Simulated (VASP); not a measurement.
Set up this calculation in VASP 6.6.1, as the native input.

* Task: single point
* Functional: LDA
* Potentials or basis: VASP PAW LDA potentials, release 64 (Sc_sv, Al)
* Cutoff: 520 eV
* k mesh: 12 × 12 × 12
* Occupations: gaussian, width 0.1 eV
* Spin: no spin polarisation
* Dipole correction: no
* Further INCAR settings: ALGO = Fast; EDIFF = 1e-07; NBANDS = 14

The structure of ScAl lies in POSCAR:

```
ScAl
1.0
    3.3076960685      0.0000000000      0.0000000000
    0.0000000000      3.3076960685      0.0000000000
    0.0000000000      0.0000000000      3.3076960685
Sc Al
1 1
Direct
    0.5000000000      0.5000000000      0.5000000000
    0.0000000000      0.0000000000      0.0000000000
```

One way to write it, as run:

INCAR

```
SYSTEM = ScAl
PREC = Accurate
ENCUT = 520
EDIFF = 1E-7
ISMEAR = 0
SIGMA = 0.1
LREAL = .FALSE.
LASPH = .TRUE.
NELM = 60
ALGO = Fast
ISIF = 2
LWAVE = .FALSE.
LCHARG = .TRUE.
LELF = .TRUE.
LVHAR = .TRUE.
NBANDS = 14
```

KPOINTS

```
regular mesh
0
G
  12 12 12
  0 0 0
```

Potentials or basis: VASP PAW LDA potentials, release 64 (Sc_sv, Al).

Launch:

```sh
$ cat potpaw_LDA.64/Sc_sv/POTCAR potpaw_LDA.64/Al/POTCAR > POTCAR
$ mpirun -np 1 vasp_std > vasp.out
```

It gave:

```
Pressure               : 0.2 GPa
Band gap on the k mesh : zero (band 7 reaches 6.57 eV, above the bottom of band 8 at 5.42 eV)
```

It took 44 s on 1 thread of Intel(R) Xeon(R) Platinum 8259CL CPU @ 2.50GHz (Skylake/Cascade Lake) (shared host), peak memory 0.17 GiB.
